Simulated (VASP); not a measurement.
# Ni (Fm-3m) in VASP: further runs

Ni is run at these levels: PBE; tasks: single point.

All numbers are computed with VASP 6.6.1; they aren't measurements. Logs are shortened: lines on timing, memory, paths and dates and some standing lists are left out, and cuts for length are marked.

## Step 1: The cell of the first run

The structure is cubic, space group Fm-3m (No. 225). Conventional cell: a = 3.519 Å, b = 3.519 Å, c = 3.519 Å, α = 90.00°, β = 90.00°, γ = 90.00°. Ni (site symmetry m-3m) has 12 Ni at 2.49 Å within 3.3 Å.

## Step 2: Single point, PBE, collinear spin, ferromagnetic start

INCAR

```
SYSTEM = Ni
PREC     = Accurate       ! precision mode
ENCUT    = 520            ! plane-wave cutoff, eV
EDIFF    = 1E-6           ! SCF threshold, eV
ISMEAR   = 0              ! smearing method
SIGMA    = 0.01           ! smearing width, eV
LREAL    = .FALSE.        ! projectors in reciprocal space
LASPH    = .TRUE.         ! aspherical terms in the spheres
NELM     = 150            ! most SCF steps
ALGO     = Normal         ! electronic algorithm
ISIF     = 2              ! what is computed and relaxed
LWAVE    = .FALSE.        ! write WAVECAR
LCHARG   = .FALSE.        ! write CHGCAR
ISPIN    = 2              ! spin polarisation
MAGMOM   = 0.672          ! initial moments
LORBIT   = 11             ! projections on sites
LMAXMIX  = 4              ! l up to which the mixer works
GGA      = PE             ! functional
NBANDS   = 15             ! bands
```

KPOINTS

```
Automatic mesh
0
G
  15 15 15
  0 0 0
```

POSCAR

```
Ni
1.0
    0.0000000000      1.7596893266      1.7596893266
    1.7596893266      0.0000000000      1.7596893266
    1.7596893266      1.7596893266      0.0000000000
Ni
1
Direct
    0.0000000000      0.0000000000      0.0000000000
```

Potentials or basis: VASP PAW PBE potentials, release 64 (Ni).

Run with:

```sh
cat potpaw_PBE.64/Ni/POTCAR > POTCAR
mpirun -np 1 vasp_std > vasp.out
```

OUTCAR:

```text
SYSTEM = Ni
   PREC = Accurate
   ENCUT = 520
   EDIFF = 1E-6
   ISMEAR = 0
   LREAL = .FALSE.
   LASPH = .TRUE.
   NELM = 150
   ISIF = 2
   ISPIN = 2
   LORBIT = 11
   GGA = PE

 ion  position               nearest neighbor table
   1  0.000  0.000  0.000-

  LATTYP: Found a face centered cubic cell.
 ALAT       =     3.5193786532

  Lattice vectors:

 A1 = (   0.0000000000,   1.7596893266,   1.7596893266)
 A2 = (   1.7596893266,   0.0000000000,   1.7596893266)
 A3 = (   1.7596893266,   1.7596893266,   0.0000000000)

Analysis of symmetry for initial positions (statically):
=====================================================================
 Subroutine PRICEL returns:
 Original cell was already a primitive cell.

 Routine SETGRP: Setting up the symmetry group for a
 face centered cubic supercell.

 Subroutine GETGRP returns: Found 48 space group operations
 (whereof 48 operations were pure point group operations)
 out of a pool of 48 trial point group operations.

The static configuration has the point symmetry O_h .

Analysis of symmetry for dynamics (positions and initial velocities):
=====================================================================
 Subroutine PRICEL returns:
 Original cell was already a primitive cell.

 Routine SETGRP: Setting up the symmetry group for a
 face centered cubic supercell.

 Subroutine GETGRP returns: Found 48 space group operations
 (whereof 48 operations were pure point group operations)
 out of a pool of 48 trial point group operations.

The dynamic configuration has the point symmetry O_h .

Analysis of structural, dynamic, and magnetic symmetry:
=====================================================================
 Subroutine PRICEL returns:
 Original cell was already a primitive cell.

 Routine SETGRP: Setting up the symmetry group for a
 face centered cubic supercell.

 Subroutine GETGRP returns: Found 48 space group operations
 (whereof 48 operations were pure point group operations)
 out of a pool of 48 trial point group operations.

The overall configuration has the point symmetry O_h .

 Subroutine INISYM returns: Found 48 space group operations
 (whereof 48 operations are pure point group operations),
 and found     1 'primitive' translations

----------------------------------------------------------------------------------------

                                     Primitive cell

  volume of cell :      10.8978

  direct lattice vectors                    reciprocal lattice vectors
     0.000000000  1.759689327  1.759689327    -0.284141065  0.284141065  0.284141065
     1.759689327  0.000000000  1.759689327     0.284141065 -0.284141065  0.284141065
     1.759689327  1.759689327  0.000000000     0.284141065  0.284141065 -0.284141065

  length of vectors
     2.488576511  2.488576511  2.488576511     0.492146762  0.492146762  0.492146762

  position of ions in fractional coordinates (direct lattice)
     0.000000000  0.000000000  0.000000000

  ion indices of the primitive-cell ions
   primitive index   ion index
                 1           1

----------------------------------------------------------------------------------------

 KPOINTS: Automatic mesh

Automatic generation of k-mesh.
 Grid dimensions read from file:
 generate k-points for:   15   15   15

 Generating k-lattice:

  Cartesian coordinates                     Fractional coordinates (reciprocal lattice)
    -0.018942738  0.018942738  0.018942738     0.066666667  0.000000000  0.000000000
     0.018942738 -0.018942738  0.018942738     0.000000000  0.066666667  0.000000000
     0.018942738  0.018942738 -0.018942738     0.000000000  0.000000000  0.066666667

  Length of vectors
     0.032809784  0.032809784  0.032809784

  Shift w.r.t. Gamma in fractional coordinates (k-lattice)
     0.000000000  0.000000000  0.000000000

 Subroutine IBZKPT returns following result:
 ===========================================

 Found    120 irreducible k-points:

 Following reciprocal coordinates:
            Coordinates               Weight
  0.000000  0.000000  0.000000      1.000000
  0.066667  0.000000  0.000000      8.000000
  0.133333  0.000000  0.000000      8.000000
  0.200000  0.000000  0.000000      8.000000
  0.266667  0.000000  0.000000      8.000000
  0.333333  0.000000  0.000000      8.000000
[... 16 lines left out ...]
  0.133333  0.133333  0.000000      6.000000
  0.200000  0.133333  0.000000     24.000000
 [... further k-points ...]
   k-points           NKPTS =    120   k-points in BZ     NKDIM =    120   number of bands    NBANDS=     15
   number of dos      NEDOS =    301   number of ions     NIONS =      1
   total plane-waves  NPLWV =   8000
   dimension x,y,z NGX =    20 NGY =   20 NGZ =   20
   dimension x,y,z NGXF=    40 NGYF=   40 NGZF=   40
   ions per type =               1
   NGX,Y,Z   is equivalent  to a cutoff of  13.36, 13.36, 13.36 a.u.
   NGXF,Y,Z  is equivalent  to a cutoff of  26.72, 26.72, 26.72 a.u.
 SYSTEM =  Ni
   PREC   = accura    normal or accurate (medium, high low for compatibility)
   ISTART =      0    job   : 0-new  1-cont  2-samecut
   ICHARG =      2    charge: 1-file 2-atom 10-const
   ISPIN  =      2    spin polarized calculation?
   LNONCOLLINEAR =      F non collinear calculations
   LSORBIT =      F    spin-orbit coupling
   LASPH  =      T    aspherical Exc in radial PAW
   ENCUT  =  520.0 eV  38.22 Ry    6.18 a.u.   4.63  4.63  4.63*2*pi/ulx,y,z
   NELM   =    150;   NELMIN=  2; NELMDL= -5     # of ELM steps
   EDIFF  = 0.1E-05   stopping-criterion for ELM
   LREAL  =      F    real-space projection
   EDIFFG = 0.1E-04   stopping-criterion for IOM
   NSW    =      0    number of steps for IOM
   IBRION =     -1    ionic relax: 0-MD 1-quasi-New 2-CG
   NFREE  =      0    steps in history (QN), initial steepest desc. (CG)
   ISIF   =      2    stress and relaxation
   ISYM   =      2    0-nonsym 1-usesym 2-fastsym
   POTIM  = 0.5000    time-step for ionic-motion
   TEBEG  =    0.0;   TEEND  =   0.0 temperature during run
   PSTRESS=    0.0 pullay stress
   NELECT =      10.0000    total number of electrons
   NUPDOWN=      -1.0000    fix difference up-down
   EMIN   =  10.00;   EMAX   =-10.00  energy-range for DOS
   EFERMI =   0.00;   METHOD = LEGACY
   ISMEAR =     0;   SIGMA  =   0.01  broadening in eV -4-tet -1-fermi 0-gaus
   EFERMI_NEDOS =   21; number of points for ismear=-14 and -15
   IALGO  =     38    algorithm
   IMIX   =      4    mixing-type and parameters
     AMIX     =   0.40;   BMIX     =  1.00
     AMIX_MAG =   1.60;   BMIX_MAG =  1.00
  volume/ion in A,a.u.               =      10.90        73.54
  Fermi-wavevector in a.u.,A,eV,Ry     =   1.590849  3.006268 34.433612  2.530799
  Thomas-Fermi vector in A             =   2.689480
   LORBIT       =     11    0 simple, 1 ext, 2 COOP (PROOUT), +10 PAW based schemes
   GGA     = PE    functional components
   LHFCALC =     F    Hartree Fock is set to
   AEXX    =    0.0000 exact exchange contribution
   IVDW    =     0    specifies the selected vdW correction
   LEPSILON=     F    determine dielectric tensor
   LRPA    =     F    only Hartree local field effects (RPA)
 spin polarized calculation
 Gauss-broadening in eV      SIGMA  =   0.01
  energy-cutoff  :      520.00
  volume of cell :       10.90
 maximum number of plane-waves:       304
   NGX =  9   NGY =  9   NGZ =  9

 number of electron      10.0000009 magnetization       0.6410527

 Free energy of the ion-electron system (eV)
  ---------------------------------------------------
  ext. energy  EPLUGINS =         0.00000000
  ---------------------------------------------------
  free energy    TOTEN  =        -5.47149116 eV

  energy without entropy =       -5.47140297  energy(sigma->0) =       -5.47144707

 E-fermi :   9.3522     XC(G=0): -13.2460

 val. band max:        9.3441311753   @ k =  -0.4000   0.2000   0.0000
 cond. band min:       9.3541209190   @ k =  -0.4667   0.3333   0.1333
 fundamental gap:      0.0099897437
 Fermi energy:         9.3522195402

 spin component 1

 k-point     1 :       0.0000    0.0000    0.0000
  band No.  band energies     occupation
      1       0.3557      1.00000
      2       6.9068      1.00000
      3       6.9068      1.00000
      4       6.9068      1.00000
      5       8.0932      1.00000
      6       8.0932      1.00000
      7      33.0662      0.00000
      8      36.9128      0.00000
      9      36.9128      0.00000
     10      36.9128      0.00000
     11      39.8412      0.00000
     12      39.8412      0.00000
     13      39.8412      0.00000
     14      42.8138      0.00000
     15      49.0884      0.00000
[... 397 lines left out ...]
 k-point    24 :       0.2000    0.1333    0.0000
  band No.  band energies     occupation
      1       1.8546      1.00000
      2       6.4440      1.00000
      3       7.2628      1.00000
      4       7.2868      1.00000
      5       7.7477      1.00000
      6       8.2658      1.00000
      7      29.0213      0.00000
      8      31.5884      0.00000
      9      32.0471      0.00000
     10      34.3301      0.00000
     11      38.7090      0.00000
     12      43.2265      0.00000
     13      44.9497      0.00000
     14      45.5522      0.00000
     15      50.3591      0.00000

 [... further k-points ...]

 spin component 2

 k-point     1 :       0.0000    0.0000    0.0000
  band No.  band energies     occupation
      1       0.3181      1.00000
      2       7.6861      1.00000
      3       7.6861      1.00000
      4       7.6861      1.00000
      5       8.6830      1.00000
      6       8.6830      1.00000
      7      32.8956      0.00000
      8      36.8906      0.00000
      9      36.8906      0.00000
     10      36.8906      0.00000
     11      39.9442      0.00000
     12      39.9442      0.00000
     13      39.9442      0.00000
     14      42.6917      0.00000
     15      49.2921      0.00000
[... 397 lines left out ...]
 k-point    24 :       0.2000    0.1333    0.0000
  band No.  band energies     occupation
      1       1.8231      1.00000
      2       7.1783      1.00000
      3       8.0129      1.00000
      4       8.0716      1.00000
      5       8.3493      1.00000
      6       8.8712      1.00000
      7      29.0899      0.00000
      8      31.6703      0.00000
      9      32.0111      0.00000
     10      34.2996      0.00000
     11      38.9178      0.00000
     12      43.2068      0.00000
     13      44.8845      0.00000
     14      45.5033      0.00000
     15      50.3925      0.00000

 [... further k-points ...]
[... 5 lines left out ...]
  --------------------------------------------------------------------------------------
  -------------------------------------------------------------------------------------
  Total       -0.0130268     -0.0130268     -0.0130268     -0.0000000      0.0000000      0.0000000
  in kB       -1.9151799     -1.9151799     -1.9151799     -0.0000000      0.0000000      0.0000000
  external PRESSURE =      -1.9151799 kB  Pullay stress =       0.0000000 kB

 VOLUME and BASIS-vectors are now :
 -----------------------------------------------------------------------------
  energy-cutoff  :      520.00
  volume of cell :       10.90
      direct lattice vectors                 reciprocal lattice vectors
     0.000000000  1.759689327  1.759689327    -0.284141065  0.284141065  0.284141065
     1.759689327  0.000000000  1.759689327     0.284141065 -0.284141065  0.284141065
     1.759689327  1.759689327  0.000000000     0.284141065  0.284141065 -0.284141065

 POSITION                                       TOTAL-FORCE (eV/Angst)
 -----------------------------------------------------------------------------------
      0.00000      0.00000      0.00000         0.000000      0.000000      0.000000
 -----------------------------------------------------------------------------------
    total drift:                                0.000000     -0.000000      0.000000

  FREE ENERGIE OF THE ION-ELECTRON SYSTEM (eV)
  ---------------------------------------------------
  free  energy   TOTEN  =        -5.4714911636 eV

  energy  without entropy=       -5.4714029691  energy(sigma->0) =       -5.47144707

 total charge

# of ion       s       p       d       tot
------------------------------------------
    1        0.497   0.497   8.313   9.307

 magnetization (x)

# of ion       s       p       d       tot
------------------------------------------
    1       -0.007  -0.026   0.686   0.654
```

Run time: 45 s. Hardware: 1 thread of Intel Xeon Platinum 8259CL at 2.50GHz (Skylake/Cascade Lake), shared host; peak memory 0.15 GiB.

What came out:

```
Free energy                                           : -5.4715 eV
Pressure                                              : -0.2 GPa
Net moment                                            : 0.64 μB per cell
Site moments                                          : Ni +0.65 μB
Valence electrons inside the program's atomic spheres : Ni 9.31
```

## Step 3: Single point, PBE, collinear spin, ferromagnetic start

INCAR

```
SYSTEM = Ni
ALGO = Normal ; EDIFF = 1E-6
ENCUT = 520 ; GGA = PE
ISIF = 2 ; ISMEAR = 0
ISPIN = 2 ; LASPH = .True.
LCHARG = .False. ; LMAXMIX = 4
LORBIT = 11 ; LREAL = .False.
LWAVE = .False. ; MAGMOM = 0.672
NBANDS = 15 ; NELM = 150
PREC = Accurate ; SIGMA = 0.03
```

KPOINTS

```
k-points
0
Gamma
  15 15 15
  0 0 0
```

POSCAR is that of step 2.

Potentials or basis: VASP PAW PBE potentials, release 64 (Ni).

Run with:

```sh
cat potpaw_PBE.64/Ni/POTCAR > POTCAR
mpirun -np 1 vasp_std > vasp.out
```

Run time: 42 s. Hardware: 1 thread of Intel Xeon Platinum 8259CL at 2.50GHz (Skylake/Cascade Lake), shared host; peak memory 0.15 GiB.

The run converged. Its results:

```
Free energy                                           : -5.4719 eV
Pressure                                              : -0.2 GPa
Net moment                                            : 0.64 μB per cell
Site moments                                          : Ni +0.66 μB
Valence electrons inside the program's atomic spheres : Ni 9.31
```

Levels at points of the mesh, in eV from the Fermi level:
Spin up:
| k point | band 1 | band 2 | band 3 | band 4 | band 5 | band 6 | band 7 | band 8 | band 9 | band 10 |
| --- | --- | --- | --- | --- | --- | --- | --- | --- | --- | --- |
| (0.00, 0.00, 0.00) | -9.00 | -2.45 | -2.45 | -2.45 | -1.26 | -1.26 | 23.71 | 27.56 | 27.56 | 27.56 |
Spin down:
| k point | band 2 | band 3 | band 4 | band 5 | band 6 | band 7 | band 8 | band 9 |
| --- | --- | --- | --- | --- | --- | --- | --- | --- |
| (0.00, 0.00, 0.00) | -1.67 | -1.67 | -1.67 | -0.67 | -0.67 | 23.54 | 27.54 | 27.54 |

## Step 4: Single point, PBE, collinear spin, ferromagnetic start

INCAR

```
PREC = Accurate
ENCUT = 520
EDIFF = 1E-7
ISMEAR = 0
SIGMA = 0.1
LREAL = F
LASPH = T
NELM = 150
ALGO = Normal
ISIF = 2
LWAVE = F
LCHARG = F
ISPIN = 2
MAGMOM = 0.672
LORBIT = 11
LMAXMIX = 4
GGA = PE
NBANDS = 15
```

KPOINTS

```
regular mesh
0
Gamma
  15 15 15
```

POSCAR is that of step 3.

Run with:

```sh
cat potpaw_PBE.64/Ni/POTCAR > POTCAR
mpirun -np 1 vasp_std > vasp.out
```

Wall time 43 s (1 thread of Intel Xeon Platinum 8259CL at 2.50GHz (Skylake/Cascade Lake), shared host); peak memory 0.15 GiB.

Results (log left out):

```yaml
Free_energy: -5.4759 eV
Pressure: -0.1 GPa
Net_moment: 0.64 μB per cell
Site_moments: Ni +0.66 μB
Valence_electrons_inside_the_program's_atomic_spheres: Ni 9.31
```

Levels at points of the mesh, in eV from the Fermi level:
Spin up:
```tsv
k point	band 1	band 2	band 3	band 4	band 5	band 6	band 7	band 8	band 9	band 10
(0.00, 0.00, 0.00)	-9.00	-2.45	-2.45	-2.45	-1.27	-1.27	23.71	27.56	27.56	27.56
```
Spin down:
| k point | band 3 | band 4 | band 5 | band 6 | band 7 | band 8 |
| --- | --- | --- | --- | --- | --- | --- |
| (0.00, 0.00, 0.00) | -1.67 | -1.67 | -0.67 | -0.67 | 23.55 | 27.54 |

## Step 5: Single point, PBE, collinear spin, ferromagnetic start

INCAR

```
PREC = Accurate ; ENCUT = 520
EDIFF = 1E-6 ; ISMEAR = 0
SIGMA = 0.2 ; LREAL = False
LASPH = True ; NELM = 150
ALGO = Normal ; ISIF = 2
LWAVE = False ; LCHARG = False
ISPIN = 2 ; MAGMOM = 0.672
LORBIT = 11 ; LMAXMIX = 4
GGA = PE ; NBANDS = 15
```

KPOINTS

```
Automatic mesh
0
Gamma
  15 15 15
```

POSCAR is that of step 4.

Run with:

```sh
cat potpaw_PBE.64/Ni/POTCAR > POTCAR
mpirun -np 1 vasp_std > vasp.out
```

Wall time 36 s (1 thread of Intel Xeon Platinum 8259CL at 2.50GHz (Skylake/Cascade Lake), shared host); peak memory 0.15 GiB.

The run converged. Its results:

| Quantity | Value |
| --- | --- |
| Free energy | -5.4886 eV |
| Pressure | 0.1 GPa |
| Net moment | 0.64 μB per cell |
| Site moments | Ni +0.65 μB |
| Valence electrons inside the program's atomic spheres | Ni 9.31 |

Levels at points of the mesh, in eV from the Fermi level:
Spin up:
| k point | band 3 | band 4 | band 5 | band 6 | band 7 | band 8 |
| --- | --- | --- | --- | --- | --- | --- |
| (0.00, 0.00, 0.00) | -2.42 | -2.42 | -1.26 | -1.26 | 23.72 | 27.57 |
Spin down:
```
           k point  band 3  band 4  band 5  band 6  band 7  band 8
(0.00, 0.00, 0.00)   -1.67   -1.67   -0.65   -0.65   23.56   27.55
```

## Step 6: Summary

```csv
smearing,gap on the mesh (eV),pressure (GPa),moment (μB)
gaussian 0.01 eV,none,-0.2,0.64
gaussian 0.03 eV,none,-0.2,0.64
gaussian 0.1 eV,none,-0.1,0.64
gaussian 0.2 eV,none,0.1,0.64
```

Alike in all rows: task single point; level PBE; potentials or basis VASP PAW PBE potentials, release 64 (Ni); spin collinear, ferromagnetic start; cell as given; k mesh 15 × 15 × 15; cutoff (eV) 520.

Every run on the cell as given and a fine mesh finds a metal.

Absolute energies hang on the potentials; compare differences alone.
